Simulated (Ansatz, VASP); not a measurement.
## One calculation of ScAl3, two programs

File INCAR:

```
SYSTEM = ScAl3
PREC = Accurate ; ENCUT = 400
EDIFF = 1E-8 ; ISMEAR = 0
SIGMA = 0.05 ; LREAL = .FALSE.
LASPH = .TRUE. ; NELM = 120
ALGO = Normal ; ISIF = 2
LWAVE = .FALSE. ; LCHARG = .FALSE.
GGA = PE ; LEFG = .TRUE.
NBANDS = 18 ; GGA_COMPAT = .FALSE.
```

Contents of KPOINTS:

```
regular mesh
0
G
  10 10 10
  0 0 0
```

POSCAR

```
ScAl3
1.0
    4.0878065700      0.0000000000      0.0000000000
    0.0000000000      4.0878065700      0.0000000000
    0.0000000000      0.0000000000      4.0878065700
Sc Al
1 3
Direct
    0.0000000000      0.0000000000      0.0000000000
    0.5000000000      0.0000000000      0.5000000000
    0.0000000000      0.5000000000      0.5000000000
    0.5000000000      0.5000000000      0.0000000000
```

Input for Ansatz:

```yaml
crystal:
  lattice:
    - [4.08780657, 0.0, 0.0]
    - [0.0, 4.08780657, 0.0]
    - [0.0, 0.0, 4.08780657]
  atoms:
    - { symbol: Sc, position: [0.0, 0.0, 0.0] }
    - { symbol: Al, position: [0.5, 0.0, 0.5] }
    - { symbol: Al, position: [0.0, 0.5, 0.5] }
    - { symbol: Al, position: [0.5, 0.5, 0.0] }
basis:
  ecutwfc: 420
  ecutrho_ratio: 4
kpoints:
  mp_grid: { grid: [10, 10, 10] }
hamiltonian:
  xc: pbe
scf:
  occupations: { method: gaussian, width: 0.05 }
output:
  forces: true
  stress: true
  eigenvalues: true
  populations: true
  efg:
    contact_densities: true
    quadrupole_moments_barn: { Sc: -0.22, Al: 0.1466 }
```

Alike in both runs: task electric field gradients; functional PBE; k mesh 10 × 10 × 10; occupations gaussian, width 0.05 eV; no spin polarisation.

```csv
,VASP,Ansatz
version,VASP 6.6.1,Ansatz 0.2.0
potentials or method,"VASP PAW PBE potentials, release 64 (Sc_sv, Al), cutoff 400 eV","scalar-relativistic, plane waves, PAW"
valence electrons in the cell,20,20
```

|  | VASP | Ansatz | Ansatz less VASP |
| --- | --- | --- | --- |
| gap on the k mesh at the Fermi level (eV) | none | none | - |
| pressure (GPa) | 1.1 | 1.1 | 0.00 |
| size of Vzz on the site where it differs most (V/Å²) | 19.4 | 19.2 | -0.21 |

A gap of «none» marks a metal or a gap that the smearing closes.
